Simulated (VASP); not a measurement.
# HfTe6Mo (P3m1) in VASP: single point with PBE

Aim: the single point of HfTe6Mo with PBE.

All numbers are computed with VASP 6.6.1; they aren't measurements. Logs are shortened: lines on timing, memory, paths and dates and some standing lists are left out, and cuts for length are marked.

## Step 1: The cell of the first run

Symmetry: P3m1, No. 156, trigonal system. The conventional cell has a = 3.758 Å, b = 3.758 Å, c = 20.349 Å, α = 90.00°, β = 90.00°, γ = 120.00°. Within 3.8 Å of Hf (site symmetry 3m) lie 6 Te at 2.86 to 2.87 Å and 6 Hf at 3.76 Å. Within 3.9 Å of Te (site symmetry 3m) lie 9 Te at 2.99 to 3.76 Å. Te (site symmetry 3m) has 9 Te at 2.99 to 3.76 Å within 3.9 Å. Te (site symmetry 3m) has 3 Hf at 2.87 Å and 6 Te at 3.76 Å within 3.8 Å. Te (site symmetry 3m) has 3 Hf at 2.86 Å and 6 Te at 3.76 Å within 3.8 Å. Te (site symmetry 3m) has 3 Mo at 2.78 Å and 7 Te at 3.48 to 3.76 Å within 3.8 Å. Within 3.8 Å of Te (site symmetry 3m) lie 3 Mo at 2.78 Å and 7 Te at 3.48 to 3.76 Å. Within 3.8 Å of Mo (site symmetry 3m) lie 6 Te at 2.78 Å and 6 Mo at 3.76 Å.

## Step 2: Single point, PBE

File INCAR:

```
SYSTEM = HfTe6Mo
PREC = Accurate
ENCUT = 500
EDIFF = 1E-6
ISMEAR = 0
SIGMA = 0.2
LREAL = .False.
LASPH = .True.
NELM = 120
ALGO = Normal
ISIF = 2
LWAVE = .False.
LCHARG = .True.
GGA = PE
LELF = .True.
LVHAR = .True.
NBANDS = 40
GGA_COMPAT = .False.
```

File KPOINTS:

```
regular mesh
0
Gamma
  5 5 1
  0 0 0
```

File POSCAR:

```
HfTe6Mo
1.0
    3.7575252524      0.0000000000      0.0000000000
   -1.8787626262      3.2541123239      0.0000000000
    0.0000000000      0.0000000000     20.3493302367
Hf Te Mo
1 6 1
Direct
    0.0000000000      0.0000000000      0.0000069350
    0.0000000000      0.0000000000      0.6285090885
    0.3333333333      0.6666666667      0.7297793318
    0.6666666667      0.3333333333      0.9078145571
    0.3333333333      0.6666666667      0.0918342770
    0.6666666667      0.3333333333      0.2725684828
    0.6666666667      0.3333333333      0.4434496166
    0.0000000000      0.0000000000      0.3580377112
```

Potentials or basis: VASP PAW PBE potentials, release 64 (Hf_pv, Te, Mo_sv).

Launch:

```
$ cat potpaw_PBE.64/Hf_pv/POTCAR potpaw_PBE.64/Te/POTCAR potpaw_PBE.64/Mo_sv/POTCAR > POTCAR
$ mpirun -np 1 vasp_std > vasp.out
```

OUTCAR:

```text
SYSTEM = HfTe6Mo
   PREC = Accurate
   ENCUT = 500
   EDIFF = 1E-6
   ISMEAR = 0
   LREAL = .False.
   LASPH = .True.
   NELM = 120
   ISIF = 2
   GGA = PE

 ion  position               nearest neighbor table
   1  0.000  0.000  0.000-   5 2.86   5 2.86   5 2.86   4 2.87   4 2.87   4 2.87
   2  0.000  0.000  0.629-   3 2.99   3 2.99   3 2.99
   3  0.333  0.667  0.730-   2 2.99   2 2.99   2 2.99
   4  0.667  0.333  0.908-   1 2.87   1 2.87   1 2.87
   5  0.333  0.667  0.092-   1 2.86   1 2.86   1 2.86
   6  0.667  0.333  0.273-   8 2.78   8 2.78   8 2.78   7 3.48
   7  0.667  0.333  0.443-   8 2.78   8 2.78   8 2.78   6 3.48
   8  0.000  0.000  0.358-   7 2.78   7 2.78   7 2.78   6 2.78   6 2.78   6 2.78

  LATTYP: Found a hexagonal cell.
 ALAT       =     3.7575252524
 C/A-ratio  =     5.4156203538

  Lattice vectors:

 A1 = (   3.7575252524,   0.0000000000,   0.0000000000)
 A2 = (  -1.8787626262,   3.2541123239,   0.0000000000)
 A3 = (   0.0000000000,   0.0000000000,  20.3493302367)

Analysis of symmetry for initial positions (statically):
=====================================================================
 Subroutine PRICEL returns:
 Original cell was already a primitive cell.

 Routine SETGRP: Setting up the symmetry group for a
 hexagonal supercell.

 Subroutine GETGRP returns: Found  6 space group operations
 (whereof  6 operations were pure point group operations)
 out of a pool of 24 trial point group operations.

The static configuration has the point symmetry C_3v.

Analysis of symmetry for dynamics (positions and initial velocities):
=====================================================================
 Subroutine PRICEL returns:
 Original cell was already a primitive cell.

 Routine SETGRP: Setting up the symmetry group for a
 hexagonal supercell.

 Subroutine GETGRP returns: Found  6 space group operations
 (whereof  6 operations were pure point group operations)
 out of a pool of 24 trial point group operations.

The dynamic configuration has the point symmetry C_3v.

 Subroutine INISYM returns: Found  6 space group operations
 (whereof  6 operations are pure point group operations),
 and found     1 'primitive' translations

----------------------------------------------------------------------------------------

                                     Primitive cell

  volume of cell :     248.8196

  direct lattice vectors                    reciprocal lattice vectors
     3.757525252  0.000000000  0.000000000     0.266132609  0.153651734  0.000000000
    -1.878762626  3.254112324  0.000000000     0.000000000  0.307303467  0.000000000
     0.000000000  0.000000000 20.349330237     0.000000000  0.000000000  0.049141667

  length of vectors
     3.757525252  3.757525252 20.349330237     0.307303467  0.307303467  0.049141667

  position of ions in fractional coordinates (direct lattice)
     0.000000000  0.000000000  0.000006935
     0.000000000  0.000000000  0.628509089
     0.333333333  0.666666667  0.729779332
     0.666666667  0.333333333  0.907814557
     0.333333333  0.666666667  0.091834277
     0.666666667  0.333333333  0.272568483
     0.666666667  0.333333333  0.443449617
     0.000000000  0.000000000  0.358037711

  ion indices of the primitive-cell ions
   primitive index   ion index
                 1           1
                 2           2
                 3           3
                 4           4
                 5           5
                 6           6
                 7           7
                 8           8

----------------------------------------------------------------------------------------

 KPOINTS: regular mesh

Automatic generation of k-mesh.
 Grid dimensions read from file:
 generate k-points for:    5    5    1

 Generating k-lattice:

  Cartesian coordinates                     Fractional coordinates (reciprocal lattice)
     0.053226522  0.030730347  0.000000000     0.200000000  0.000000000  0.000000000
     0.000000000  0.061460693  0.000000000     0.000000000  0.200000000  0.000000000
     0.000000000  0.000000000  0.049141667     0.000000000  0.000000000  1.000000000

  Length of vectors
     0.061460693  0.061460693  0.049141667

  Shift w.r.t. Gamma in fractional coordinates (k-lattice)
     0.000000000  0.000000000  0.000000000

 Subroutine IBZKPT returns following result:
 ===========================================

 Found      5 irreducible k-points:

 Following reciprocal coordinates:
            Coordinates               Weight
  0.000000  0.000000  0.000000      1.000000
  0.200000  0.000000  0.000000      6.000000
  0.400000  0.000000  0.000000      6.000000
  0.200000  0.200000  0.000000      6.000000
  0.400000  0.200000  0.000000      6.000000
   k-points           NKPTS =      5   k-points in BZ     NKDIM =      5   number of bands    NBANDS=     40
   number of dos      NEDOS =    301   number of ions     NIONS =      8
   total plane-waves  NPLWV = 117600
   dimension x,y,z NGX =    28 NGY =   28 NGZ =  150
   dimension x,y,z NGXF=    56 NGYF=   56 NGZF=  300
   ions per type =               1   6   1
   NGX,Y,Z   is equivalent  to a cutoff of  12.39, 12.39, 12.25 a.u.
   NGXF,Y,Z  is equivalent  to a cutoff of  24.78, 24.78, 24.51 a.u.
 SYSTEM =  HfTe6Mo
   PREC   = accura    normal or accurate (medium, high low for compatibility)
   ISTART =      0    job   : 0-new  1-cont  2-samecut
   ICHARG =      2    charge: 1-file 2-atom 10-const
   ISPIN  =      1    spin polarized calculation?
   LNONCOLLINEAR =      F non collinear calculations
   LSORBIT =      F    spin-orbit coupling
   LASPH  =      T    aspherical Exc in radial PAW
   ENCUT  =  500.0 eV  36.75 Ry    6.06 a.u.   6.85  6.85 37.10*2*pi/ulx,y,z
   NELM   =    120;   NELMIN=  2; NELMDL= -5     # of ELM steps
   EDIFF  = 0.1E-05   stopping-criterion for ELM
   LREAL  =      F    real-space projection
   EDIFFG = 0.1E-04   stopping-criterion for IOM
   NSW    =      0    number of steps for IOM
   IBRION =     -1    ionic relax: 0-MD 1-quasi-New 2-CG
   NFREE  =      0    steps in history (QN), initial steepest desc. (CG)
   ISIF   =      2    stress and relaxation
   ISYM   =      2    0-nonsym 1-usesym 2-fastsym
   POTIM  = 0.5000    time-step for ionic-motion
   TEBEG  =    0.0;   TEEND  =   0.0 temperature during run
   PSTRESS=    0.0 pullay stress
   NELECT =      60.0000    total number of electrons
   NUPDOWN=      -1.0000    fix difference up-down
   EMIN   =  10.00;   EMAX   =-10.00  energy-range for DOS
   EFERMI =   0.00;   METHOD = LEGACY
   ISMEAR =     0;   SIGMA  =   0.20  broadening in eV -4-tet -1-fermi 0-gaus
   EFERMI_NEDOS =   21; number of points for ismear=-14 and -15
   IALGO  =     38    algorithm
   IMIX   =      4    mixing-type and parameters
     AMIX     =   0.40;   BMIX     =  1.00
     AMIX_MAG =   1.60;   BMIX_MAG =  1.00
  volume/ion in A,a.u.               =      31.10       209.89
  Fermi-wavevector in a.u.,A,eV,Ry     =   1.018975  1.925584 14.127079  1.038311
  Thomas-Fermi vector in A             =   2.152463
   LORBIT       =      0    0 simple, 1 ext, 2 COOP (PROOUT), +10 PAW based schemes
   GGA     = PE    functional components
   LHFCALC =     F    Hartree Fock is set to
   AEXX    =    0.0000 exact exchange contribution
   IVDW    =     0    specifies the selected vdW correction
   LEPSILON=     F    determine dielectric tensor
   LRPA    =     F    only Hartree local field effects (RPA)
 non-spin polarized calculation
 Gauss-broadening in eV      SIGMA  =   0.20
  energy-cutoff  :      500.00
  volume of cell :      248.82
 maximum number of plane-waves:      6334
 NGX is ok and might be reduce to    28
   NGX = 13   NGY = 13   NGZ = 75

 number of electron      60.0000001 magnetization

 Free energy of the ion-electron system (eV)
  ---------------------------------------------------
  ext. energy  EPLUGINS =         0.00000000
  ---------------------------------------------------
  free energy    TOTEN  =       -41.68942185 eV

  energy without entropy =      -41.59420747  energy(sigma->0) =      -41.64181466

 E-fermi :   5.8346     XC(G=0):  -9.3575

 val. band max:        5.8048211064   @ k =   0.4000   0.0000   0.0000
 cond. band min:       5.9163944989   @ k =   0.2000   0.2000   0.0000
 fundamental gap:      0.1115733925
 Fermi energy:         5.8345711437

 k-point     1 :       0.0000    0.0000    0.0000
  band No.  band energies     occupation
      1     -55.4530      2.00000
      2     -29.5341      2.00000
      3     -29.5341      2.00000
      4     -29.5027      2.00000
      5     -25.2486      2.00000
      6     -25.2170      2.00000
[... 32 lines left out ...]
     39       8.1787      0.00000
     40      10.3061      0.00000

 k-point     2 :       0.2000    0.0000    0.0000
  band No.  band energies     occupation
      1     -55.4517      2.00000
      2     -29.5558      2.00000
      3     -29.5391      2.00000
      4     -29.4979      2.00000
      5     -25.2588      2.00000
      6     -25.2394      2.00000
[... 32 lines left out ...]
     39       8.3246      0.00000
     40       9.5155      0.00000

 k-point     3 :       0.4000    0.0000    0.0000
  band No.  band energies     occupation
      1     -55.4496      2.00000
      2     -29.5908      2.00000
      3     -29.5473      2.00000
      4     -29.4902      2.00000
      5     -25.3254      2.00000
      6     -25.2424      2.00000
[... 32 lines left out ...]
     39       8.9593      0.00000
     40       9.4786      0.00000

 k-point     4 :       0.2000    0.2000    0.0000
  band No.  band energies     occupation
      1     -55.4500      2.00000
      2     -29.5787      2.00000
      3     -29.5512      2.00000
      4     -29.4917      2.00000
      5     -25.3018      2.00000
      6     -25.2506      2.00000
[... 32 lines left out ...]
     39       9.1114      0.00000
     40       9.2813      0.00000

 k-point     5 :       0.4000    0.2000    0.0000
  band No.  band energies     occupation
      1     -55.4489      2.00000
      2     -29.5898      2.00000
      3     -29.5616      2.00000
      4     -29.4878      2.00000
      5     -25.3222      2.00000
      6     -25.2710      2.00000
[... 32 lines left out ...]
     39       8.8595      0.00000
     40       9.5868      0.00000

------------------------ aborting loop because EDIFF is reached ----------------------------------------

  FORCE on cell =-STRESS in cart. coord.  units (eV):
  Direction    XX          YY          ZZ          XY          YZ          ZX
  --------------------------------------------------------------------------------------
  -------------------------------------------------------------------------------------
  Total       -0.1691922     -0.1691922      0.0313307      0.0000000      0.0000000     -0.0000000
  in kB       -1.0894477     -1.0894477      0.2017419      0.0000000      0.0000000     -0.0000000
  external PRESSURE =      -0.6590512 kB  Pullay stress =       0.0000000 kB

 VOLUME and BASIS-vectors are now :
 -----------------------------------------------------------------------------
  energy-cutoff  :      500.00
  volume of cell :      248.82
      direct lattice vectors                 reciprocal lattice vectors
     3.757525252  0.000000000  0.000000000     0.266132609  0.153651734  0.000000000
    -1.878762626  3.254112324  0.000000000     0.000000000  0.307303467  0.000000000
     0.000000000  0.000000000 20.349330237     0.000000000  0.000000000  0.049141667

 POSITION                                       TOTAL-FORCE (eV/Angst)
 -----------------------------------------------------------------------------------
      0.00000      0.00000      0.00014         0.000000      0.000000      0.012850
      0.00000      0.00000     12.78974         0.000000      0.000000     -0.025652
     -0.00000      2.16941     14.85052        -0.000000     -0.000000      0.021426
      1.87876      1.08470     18.47342        -0.000000      0.000000      0.019265
     -0.00000      2.16941      1.86877         0.000000     -0.000000     -0.027132
      1.87876      1.08470      5.54659        -0.000000     -0.000000     -0.002250
      1.87876      1.08470      9.02390         0.000000     -0.000000      0.022758
      0.00000      0.00000      7.28583         0.000000     -0.000000     -0.021265
 -----------------------------------------------------------------------------------
    total drift:                               -0.000000      0.000000      0.000426

  FREE ENERGIE OF THE ION-ELECTRON SYSTEM (eV)
  ---------------------------------------------------
  free  energy   TOTEN  =       -41.6894218532 eV

  energy  without entropy=      -41.5942074684  energy(sigma->0) =      -41.64181466
```

Wall time 4.2 min (1 thread of Intel Xeon 8259CL, shared host); peak memory 0.35 GiB.

Results:

```
Free energy            : -41.6894 eV
Pressure               : -0.1 GPa
Largest force          : 0.027 eV/Å
Band gap on the k mesh : zero (bands 30 and 31 overlap by 1.06 eV)
```

Forces in eV/Å, atoms in the order of the input:
```
Hf   0.000  0.000  0.013
Te   0.000  0.000 -0.026
Te   0.000  0.000  0.021
Te   0.000  0.000  0.019
Te   0.000  0.000 -0.027
Te   0.000  0.000 -0.002
Te   0.000  0.000  0.023
Mo   0.000  0.000 -0.021
```

Stress tensor (GPa, compression positive):
```
-0.11  0.00  0.00
 0.00 -0.11  0.00
 0.00  0.00  0.02
```

Caveat: the k points lie up to 0.39 Å⁻¹ apart, too coarse for converged energies and pressures of a metal; spin-orbit coupling is left out, which moves the levels of the heavy elements; this functional lacks dispersion, which binds layers or chains, so the pressure and a relaxed spacing across them are unreliable.

The gap in the log of VASP goes by the Fermi energy; the results here count the filled bands.